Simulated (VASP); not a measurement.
A run of VASP 6.6.1 is set up as follows.

Contents of INCAR:

```
SYSTEM = Al
PREC = Accurate ; ENCUT = 520
EDIFF = 1E-8 ; ISMEAR = -1
SIGMA = 0.03 ; LREAL = .False.
LASPH = .True. ; NELM = 80
ALGO = Normal ; ISIF = 2
LWAVE = .False. ; LCHARG = .False.
LEFG = .True. ; NBANDS = 8
```

Contents of KPOINTS:

```
regular mesh
0
Gamma
  17 17 17
  0 0 0
```

POSCAR

```
Al
1.0
    0.0000000000      2.0307042354      2.0307042354
    2.0307042354      0.0000000000      2.0307042354
    2.0307042354      2.0307042354      0.0000000000
Al
1
Direct
    0.0000000000      0.0000000000      0.0000000000
```

Potentials or basis: VASP PAW LDA potentials, release 64 (Al).

Command:

```sh
$ cat potpaw_LDA.64/Al/POTCAR > POTCAR
$ mpirun -np 1 vasp_std > vasp.out
```

Problem. Predict the pressure.

Solution. -4.2 GPa.

Caveat: without QUAD_EFG the Cq values of the log hold for a quadrupole moment of 1 mb, not for the nuclei.
